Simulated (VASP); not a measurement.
# Cr (Im-3m) in VASP: notebook

Runs on Cr. Level: PBE. Tasks: single point.

All numbers are computed with VASP 6.6.1; they aren't measurements. Logs are shortened: lines on timing, memory, paths and dates and some standing lists are left out, and cuts for length are marked.

## (1) The cell of the first run

It takes space group Im-3m (No. 229, cubic). The conventional cell has a = 2.884 Å, b = 2.884 Å, c = 2.884 Å, α = 90.00°, β = 90.00°, γ = 90.00°. Cr (site symmetry m-3m) has 14 Cr at 2.50 to 2.88 Å within 3.3 Å.

## (2) Single point, PBE, collinear spin, ferromagnetic start

Contents of INCAR:

```
SYSTEM = Cr
PREC     = Accurate       ! precision mode
ENCUT    = 520            ! plane-wave cutoff, eV
EDIFF    = 1E-6           ! SCF threshold, eV
ISMEAR   = -1             ! smearing method
SIGMA    = 0.1            ! smearing width, eV
LREAL    = .False.        ! projectors in reciprocal space
LASPH    = .True.         ! aspherical terms in the spheres
NELM     = 150            ! most SCF steps
ALGO     = Normal         ! electronic algorithm
ISIF     = 2              ! what is computed and relaxed
LWAVE    = .False.        ! write WAVECAR
LCHARG   = .True.         ! write CHGCAR
ISPIN    = 2              ! spin polarisation
MAGMOM   = 3              ! initial moments
LORBIT   = 11             ! projections on sites
LMAXMIX  = 4              ! l up to which the mixer works
GGA      = PE             ! functional
LELF     = .True.         ! ELF
LVHAR    = .True.       
NBANDS   = 16             ! bands
```

Contents of KPOINTS:

```
Automatic mesh
0
Gamma
  13 13 13
  0 0 0
```

Contents of POSCAR:

```
Cr
1.0
   -1.4419500000      1.4419500000      1.4419500000
    1.4419500000     -1.4419500000      1.4419500000
    1.4419500000      1.4419500000     -1.4419500000
Cr
1
Direct
    0.0000000000      0.0000000000      0.0000000000
```

Potentials or basis: VASP PAW PBE potentials, release 64 (Cr_pv).

Run with:

```sh
$ cat potpaw_PBE.64/Cr_pv/POTCAR > POTCAR
$ mpirun -np 1 vasp_std > vasp.out
```

OUTCAR:

```text
SYSTEM = Cr
   PREC = Accurate
   ENCUT = 520
   EDIFF = 1E-6
   ISMEAR = -1
   LREAL = .False.
   LASPH = .True.
   NELM = 150
   ISIF = 2
   ISPIN = 2
   LORBIT = 11
   GGA = PE

 ion  position               nearest neighbor table
   1  0.000  0.000  0.000-

  LATTYP: Found a body centered cubic cell.
 ALAT       =     2.8839000000

  Lattice vectors:

 A1 = (  -1.4419500000,   1.4419500000,   1.4419500000)
 A2 = (   1.4419500000,  -1.4419500000,   1.4419500000)
 A3 = (   1.4419500000,   1.4419500000,  -1.4419500000)

Analysis of symmetry for initial positions (statically):
=====================================================================
 Subroutine PRICEL returns:
 Original cell was already a primitive cell.

 Routine SETGRP: Setting up the symmetry group for a
 body centered cubic supercell.

 Subroutine GETGRP returns: Found 48 space group operations
 (whereof 48 operations were pure point group operations)
 out of a pool of 48 trial point group operations.

The static configuration has the point symmetry O_h .

Analysis of symmetry for dynamics (positions and initial velocities):
=====================================================================
 Subroutine PRICEL returns:
 Original cell was already a primitive cell.

 Routine SETGRP: Setting up the symmetry group for a
 body centered cubic supercell.

 Subroutine GETGRP returns: Found 48 space group operations
 (whereof 48 operations were pure point group operations)
 out of a pool of 48 trial point group operations.

The dynamic configuration has the point symmetry O_h .

Analysis of structural, dynamic, and magnetic symmetry:
=====================================================================
 Subroutine PRICEL returns:
 Original cell was already a primitive cell.

 Routine SETGRP: Setting up the symmetry group for a
 body centered cubic supercell.

 Subroutine GETGRP returns: Found 48 space group operations
 (whereof 48 operations were pure point group operations)
 out of a pool of 48 trial point group operations.

The overall configuration has the point symmetry O_h .

 Subroutine INISYM returns: Found 48 space group operations
 (whereof 48 operations are pure point group operations),
 and found     1 'primitive' translations

----------------------------------------------------------------------------------------

                                     Primitive cell

  volume of cell :      11.9925

  direct lattice vectors                    reciprocal lattice vectors
    -1.441950000  1.441950000  1.441950000     0.000000000  0.346752661  0.346752661
     1.441950000 -1.441950000  1.441950000     0.346752661  0.000000000  0.346752661
     1.441950000  1.441950000 -1.441950000     0.346752661  0.346752661  0.000000000

  length of vectors
     2.497530662  2.497530662  2.497530662     0.490382316  0.490382316  0.490382316

  position of ions in fractional coordinates (direct lattice)
     0.000000000  0.000000000  0.000000000

  ion indices of the primitive-cell ions
   primitive index   ion index
                 1           1

----------------------------------------------------------------------------------------

 KPOINTS: Automatic mesh

Automatic generation of k-mesh.
 Grid dimensions read from file:
 generate k-points for:   13   13   13

 Generating k-lattice:

  Cartesian coordinates                     Fractional coordinates (reciprocal lattice)
     0.000000000  0.026673282  0.026673282     0.076923077  0.000000000  0.000000000
     0.026673282  0.000000000  0.026673282     0.000000000  0.076923077  0.000000000
     0.026673282  0.026673282  0.000000000     0.000000000  0.000000000  0.076923077

  Length of vectors
     0.037721717  0.037721717  0.037721717

  Shift w.r.t. Gamma in fractional coordinates (k-lattice)
     0.000000000  0.000000000  0.000000000

 Subroutine IBZKPT returns following result:
 ===========================================

 Found     84 irreducible k-points:

 Following reciprocal coordinates:
            Coordinates               Weight
  0.000000  0.000000  0.000000      1.000000
  0.076923  0.000000  0.000000     12.000000
  0.153846  0.000000  0.000000     12.000000
  0.230769  0.000000  0.000000     12.000000
  0.307692  0.000000  0.000000     12.000000
  0.384615  0.000000  0.000000     12.000000
[... 16 lines left out ...]
  0.153846  0.076923  0.076923     24.000000
  0.230769  0.076923  0.076923     24.000000
 [... further k-points ...]
   k-points           NKPTS =     84   k-points in BZ     NKDIM =     84   number of bands    NBANDS=     16
   number of dos      NEDOS =    301   number of ions     NIONS =      1
   total plane-waves  NPLWV =   8000
   dimension x,y,z NGX =    20 NGY =   20 NGZ =   20
   dimension x,y,z NGXF=    40 NGYF=   40 NGZF=   40
   ions per type =               1
   NGX,Y,Z   is equivalent  to a cutoff of  13.31, 13.31, 13.31 a.u.
   NGXF,Y,Z  is equivalent  to a cutoff of  26.63, 26.63, 26.63 a.u.
 SYSTEM =  Cr
   PREC   = accura    normal or accurate (medium, high low for compatibility)
   ISTART =      0    job   : 0-new  1-cont  2-samecut
   ICHARG =      2    charge: 1-file 2-atom 10-const
   ISPIN  =      2    spin polarized calculation?
   LNONCOLLINEAR =      F non collinear calculations
   LSORBIT =      F    spin-orbit coupling
   LASPH  =      T    aspherical Exc in radial PAW
   ENCUT  =  520.0 eV  38.22 Ry    6.18 a.u.   4.64  4.64  4.64*2*pi/ulx,y,z
   NELM   =    150;   NELMIN=  2; NELMDL= -5     # of ELM steps
   EDIFF  = 0.1E-05   stopping-criterion for ELM
   LREAL  =      F    real-space projection
   EDIFFG = 0.1E-04   stopping-criterion for IOM
   NSW    =      0    number of steps for IOM
   IBRION =     -1    ionic relax: 0-MD 1-quasi-New 2-CG
   NFREE  =      0    steps in history (QN), initial steepest desc. (CG)
   ISIF   =      2    stress and relaxation
   ISYM   =      2    0-nonsym 1-usesym 2-fastsym
   POTIM  = 0.5000    time-step for ionic-motion
   TEBEG  =    0.0;   TEEND  =   0.0 temperature during run
   PSTRESS=    0.0 pullay stress
   NELECT =      12.0000    total number of electrons
   NUPDOWN=      -1.0000    fix difference up-down
   EMIN   =  10.00;   EMAX   =-10.00  energy-range for DOS
   EFERMI =   0.00;   METHOD = LEGACY
   ISMEAR =    -1;   SIGMA  =   0.10  broadening in eV -4-tet -1-fermi 0-gaus
   EFERMI_NEDOS =   21; number of points for ismear=-14 and -15
   IALGO  =     38    algorithm
   IMIX   =      4    mixing-type and parameters
     AMIX     =   0.40;   BMIX     =  1.00
     AMIX_MAG =   1.60;   BMIX_MAG =  1.00
  volume/ion in A,a.u.               =      11.99        80.93
  Fermi-wavevector in a.u.,A,eV,Ry     =   1.637439  3.094310 36.480015  2.681205
  Thomas-Fermi vector in A             =   2.728578
   LORBIT       =     11    0 simple, 1 ext, 2 COOP (PROOUT), +10 PAW based schemes
   GGA     = PE    functional components
   LHFCALC =     F    Hartree Fock is set to
   AEXX    =    0.0000 exact exchange contribution
   IVDW    =     0    specifies the selected vdW correction
   LEPSILON=     F    determine dielectric tensor
   LRPA    =     F    only Hartree local field effects (RPA)
 spin polarized calculation
  energy-cutoff  :      520.00
  volume of cell :       11.99
 maximum number of plane-waves:       336
   NGX =  9   NGY =  9   NGZ =  9

 number of electron      11.9999992 magnetization      -0.0000168

 number of electron      11.9999992 magnetization       0.0000285

 Free energy of the ion-electron system (eV)
  ---------------------------------------------------
  ext. energy  EPLUGINS =         0.00000000
  ---------------------------------------------------
  free energy    TOTEN  =        -9.51697447 eV

  energy without entropy =       -9.49548345  energy(sigma->0) =       -9.50622896

 E-fermi :  10.4375     XC(G=0): -13.4584

 val. band max:       10.3212058500   @ k =  -0.3077   0.3077   0.2308
 cond. band min:      10.5503407320   @ k =  -0.3077   0.3077   0.1538
 fundamental gap:      0.2291348820
 Fermi energy:        10.4374968658

 spin component 1

 k-point     1 :       0.0000    0.0000    0.0000
  band No.  band energies     occupation
      1     -32.3383      1.00000
      2     -32.3383      1.00000
      3     -32.3383      1.00000
      4       2.7263      1.00000
      5       9.5745      0.99982
      6       9.5745      0.99982
[... 8 lines left out ...]
     15      39.5932      0.00000
     16      43.8146      0.00000

 k-point     2 :       0.0769    0.0000    0.0000
  band No.  band energies     occupation
      1     -32.3868      1.00000
      2     -32.3533      1.00000
      3     -32.3386      1.00000
      4       2.9767      1.00000
      5       9.4805      0.99993
      6       9.5574      0.99985
[... 8 lines left out ...]
     15      40.0954      0.00000
     16      41.4582      0.00000
[... 387 lines left out ...]
      5       8.7575      1.00000
      6       8.8677      1.00000
[... 8 lines left out ...]
     15      40.9285      0.00000
     16      41.9785      0.00000

 k-point    24 :       0.2308    0.0769    0.0769
  band No.  band energies     occupation
      1     -32.9146      1.00000
      2     -32.5116      1.00000
      3     -32.3813      1.00000
      4       6.1217      1.00000
      5       8.4310      1.00000
      6       8.8454      1.00000
[... 8 lines left out ...]
     15      41.2329      0.00000
     16      42.0334      0.00000

 [... further k-points ...]

 spin component 2

 k-point     1 :       0.0000    0.0000    0.0000
  band No.  band energies     occupation
      1     -32.3383      1.00000
      2     -32.3383      1.00000
      3     -32.3383      1.00000
      4       2.7263      1.00000
      5       9.5745      0.99982
      6       9.5745      0.99982
[... 8 lines left out ...]
     15      39.5932      0.00000
     16      43.8146      0.00000

 k-point     2 :       0.0769    0.0000    0.0000
  band No.  band energies     occupation
      1     -32.3867      1.00000
      2     -32.3533      1.00000
      3     -32.3386      1.00000
      4       2.9767      1.00000
      5       9.4806      0.99993
      6       9.5574      0.99985
[... 8 lines left out ...]
     15      40.0955      0.00000
     16      41.4582      0.00000
[... 387 lines left out ...]
      5       8.7575      1.00000
      6       8.8677      1.00000
[... 8 lines left out ...]
     15      40.9285      0.00000
     16      41.9785      0.00000

 k-point    24 :       0.2308    0.0769    0.0769
  band No.  band energies     occupation
      1     -32.9146      1.00000
      2     -32.5116      1.00000
      3     -32.3813      1.00000
      4       6.1218      1.00000
      5       8.4310      1.00000
      6       8.8455      1.00000
[... 8 lines left out ...]
     15      41.2329      0.00000
     16      42.0334      0.00000

 [... further k-points ...]

------------------------ aborting loop because EDIFF is reached ----------------------------------------

  FORCE on cell =-STRESS in cart. coord.  units (eV):
  Direction    XX          YY          ZZ          XY          YZ          ZX
  --------------------------------------------------------------------------------------
  -------------------------------------------------------------------------------------
  Total       -0.6951443     -0.6951443     -0.6951443      0.0000000     -0.0000000      0.0000000
  in kB      -92.8698901    -92.8698901    -92.8698901      0.0000000     -0.0000000      0.0000000
  external PRESSURE =     -92.8698901 kB  Pullay stress =       0.0000000 kB

 VOLUME and BASIS-vectors are now :
 -----------------------------------------------------------------------------
  energy-cutoff  :      520.00
  volume of cell :       11.99
      direct lattice vectors                 reciprocal lattice vectors
    -1.441950000  1.441950000  1.441950000     0.000000000  0.346752661  0.346752661
     1.441950000 -1.441950000  1.441950000     0.346752661  0.000000000  0.346752661
     1.441950000  1.441950000 -1.441950000     0.346752661  0.346752661  0.000000000

 POSITION                                       TOTAL-FORCE (eV/Angst)
 -----------------------------------------------------------------------------------
      0.00000      0.00000      0.00000         0.000000     -0.000000     -0.000000
 -----------------------------------------------------------------------------------
    total drift:                                0.000000     -0.000000      0.000000

  FREE ENERGIE OF THE ION-ELECTRON SYSTEM (eV)
  ---------------------------------------------------
  free  energy   TOTEN  =        -9.5169744729 eV

  energy  without entropy=       -9.4954834492  energy(sigma->0) =       -9.50622896

 total charge

# of ion       s       p       d       tot
------------------------------------------
    1        0.427   6.383   4.167  10.977

 magnetization (x)

# of ion       s       p       d       tot
------------------------------------------
    1       -0.000   0.000   0.000   0.000
```

It took 20 s on 1 thread of Intel Xeon Platinum 8488C (Sapphire Rapids), shared host; peak memory 0.14 GiB.

What came out:

```yaml
Free_energy: -9.5170 eV
Pressure: -9.3 GPa
Band_gap_on_the_k_mesh: zero (filled and empty bands overlap)
Net_moment: 0.00 μB per cell
Valence_electrons_inside_the_program's_atomic_spheres: Cr 10.98
```

Levels at points of the mesh, in eV from the Fermi level:
Spin up:
```
           k point  band 4  band 5  band 6  band 7  band 8  band 9
(0.00, 0.00, 0.00)   -7.71   -0.86   -0.86   -0.86    1.09    1.09
```
Spin down:
```tsv
k point	band 3	band 4	band 5	band 6	band 7	band 8	band 9	band 10
(0.00, 0.00, 0.00)	-42.78	-7.71	-0.86	-0.86	-0.86	1.09	1.09	7.08
```

Caveat: the starting moments collapsed, and a magnetic state may lie lower.

[end of part 1 of 2]
